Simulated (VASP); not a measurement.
**CdS (Greenockite): single point with PBE**

The system is CdS (Greenockite).

```
CELL_PARAMETERS angstrom
4.14657 -0.03834 0.00888
-2.10649 3.61029 0.01579
0.01442 0.03793 6.69975
ATOMIC_POSITIONS crystal
Cd 0.33560 0.65131 0.00980
Cd 0.63313 0.32136 0.49688
S 0.39434 0.69385 0.38490
S 0.68005 0.34726 0.89191
```

```
Program                : VASP 6.6.1
Task                   : single point
Functional             : PBE
Potentials or basis    : VASP PAW PBE potentials, release 64 (Cd, S)
Cutoff                 : 500 eV
k mesh                 : 4 × 4 × 2
Occupations            : gaussian, width 0.01 eV
Spin                   : no spin polarisation
Dipole correction      : no
Further INCAR settings : ALGO = Normal; EDIFF = 1e-06; NBANDS = 26
```

| Item | Value |
| --- | --- |
| Pressure | 4.1 GPa |
| Largest force | 1.495 eV/Å |
| Band gap on the k mesh | 1.24 eV, direct |

Forces in eV/Å, atoms in the order of the input:
```
Cd  -0.003  0.458 -0.102
Cd   1.187  0.213  0.884
S   -1.200 -0.199 -0.253
S    0.016 -0.472 -0.529
```

Stress tensor (GPa, compression positive):
```
 4.80 -2.72  1.23
-2.72  5.10  0.58
 1.23  0.58  2.37
```

Levels at points of the mesh, in eV from the valence-band top:
```csv
k point,band 14,band 15,band 16,band 17,band 18,band 19,band 20,band 21,band 22,band 23
"(0.00, 0.00, 0.00)",-1.08,-0.58,-0.08,-0.02,0.00,1.24,2.70,6.41,6.48,6.82
"(0.50, 0.00, 0.00)",-3.22,-2.71,-2.01,-1.00,-0.84,3.16,3.79,4.80,6.62,7.07
"(0.00, 0.50, 0.00)",-3.60,-2.56,-1.81,-1.30,-0.73,3.72,3.75,5.09,6.39,7.22
"(0.50, 0.50, 0.00)",-3.79,-2.46,-1.73,-1.51,-0.71,3.88,4.03,5.24,6.21,7.30
"(0.00, 0.00, 0.50)",-2.28,-0.88,-0.47,-0.27,-0.15,2.76,2.90,5.92,6.27,6.37
"(0.50, 0.00, 0.50)",-3.67,-1.61,-1.44,-1.31,-1.17,3.14,3.81,4.83,5.48,7.61
"(0.00, 0.50, 0.50)",-3.99,-1.59,-1.38,-1.16,-1.04,3.27,3.60,5.10,5.39,7.82
"(0.50, 0.50, 0.50)",-4.22,-1.59,-1.37,-1.15,-1.01,3.40,3.59,5.31,5.43,7.91
```

Wall time 76 s on 1 thread of AMD EPYC 7R13, on a shared host, peak memory 0.18 GiB.

Caveat: the k points lie up to 0.47 Å⁻¹ apart; forces of over 1 eV/Å act on the atoms, so gaps and moduli don't describe the material at rest.
